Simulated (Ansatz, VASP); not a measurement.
## Cu: VASP beside Ansatz

```
CELL_PARAMETERS angstrom
1.20200 -3.92264 0.00000
1.20200 3.92264 0.00000
0.00000 0.00000 2.44204
ATOMIC_POSITIONS crystal
Cu 0.86613 0.13387 0.75000
Cu 0.13387 0.86613 0.25000
```

Change from the starting cell: volume scaled by 0.96.

Alike in both runs: task single point; functional PBE; k mesh 11 × 11 × 11; occupations fermi-dirac, width 0.05 eV; no spin polarisation.

```csv
,VASP,Ansatz
version,VASP 6.6.1,Ansatz 0.2.0
potentials or method,"VASP PAW PBE potentials, release 64 (Cu), cutoff 520 eV","all-electron LAPW, scalar-relativistic"
```

VASP gave:

```
gap on the k mesh at the Fermi level (eV)                     : none
pressure (GPa)                                                : 14.3
traceless stress, the component that is largest in VASP (GPa) : 0.84
rms of the force components (eV/Å)                            : 0.064
```

Task: Estimate Ansatz's values.

Result: gap on the k mesh at the Fermi level (eV): none; pressure (GPa): 13.8; traceless stress, the component that is largest in VASP (GPa): 0.81; rms of the force components (eV/Å): 0.061.

Atom by atom the forces differ by 0.003 eV/Å (rms over components). A gap of «none» marks a metal or a gap that the smearing closes. Ansatz ran all-electron here, and VASP with PAW potentials.
